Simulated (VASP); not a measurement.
Wanted: the native input for a VASP 6.6.1 run.

| Quantity | Value |
| --- | --- |
| Task | single point |
| Functional | PBEsol |
| Potentials or basis | VASP PAW PBE potentials, release 64 (Al, Ni) |
| Cutoff | 520 eV |
| k mesh | 14 × 14 × 14 |
| Occupations | gaussian, width 0.15 eV |
| Spin | no spin polarisation |
| Dipole correction | no |
| Further INCAR settings | ALGO = Fast; EDIFF = 1e-06; NBANDS = 24 |

The structure of AlNi3 lies in POSCAR:

```
AlNi3
1.0
    0.1359918120      2.8378158913      2.8378158913
    2.8378158913      0.1359918120      2.8378158913
    2.8378158913      2.8378158913      0.1359918120
Al Ni
1 3
Direct
    0.5000000000      0.5000000000      0.5000000000
    0.2500000000      0.2500000000      0.2500000000
    0.0000000000      0.0000000000      0.0000000000
    0.7500000000      0.7500000000      0.7500000000
```

The input as run:

INCAR

```
SYSTEM = AlNi3
  PREC = Accurate
  ENCUT = 520
  EDIFF = 1E-6
  ISMEAR = 0
  SIGMA = 0.15
  LREAL = .False.
  LASPH = .True.
  NELM = 60
  ALGO = Fast
  ISIF = 2
  LWAVE = .False.
  LCHARG = .False.
  GGA = PS
  NBANDS = 24
```

KPOINTS

```
regular mesh
0
Gamma
  14 14 14
  0 0 0
```

Potentials or basis: VASP PAW PBE potentials, release 64 (Al, Ni).

The run is started by

```bash
$ cat potpaw_PBE.64/Al/POTCAR potpaw_PBE.64/Ni/POTCAR > POTCAR
$ mpirun -np 1 vasp_std > vasp.out
```

It gave:

* Pressure: 8.3 GPa
* Largest force: 0.080 eV/Å
* Band gap on the k mesh: zero (an odd number of electrons rules out a gap without spin polarisation)

Caveat: the cell stands under pressure; the PAW data sets were made with another functional, which shifts forces and pressure a little.

It took 3.1 min on 1 thread of Intel(R) Xeon(R) 6975P-C (Granite Rapids), with other jobs on the host, peak memory 0.35 GiB.
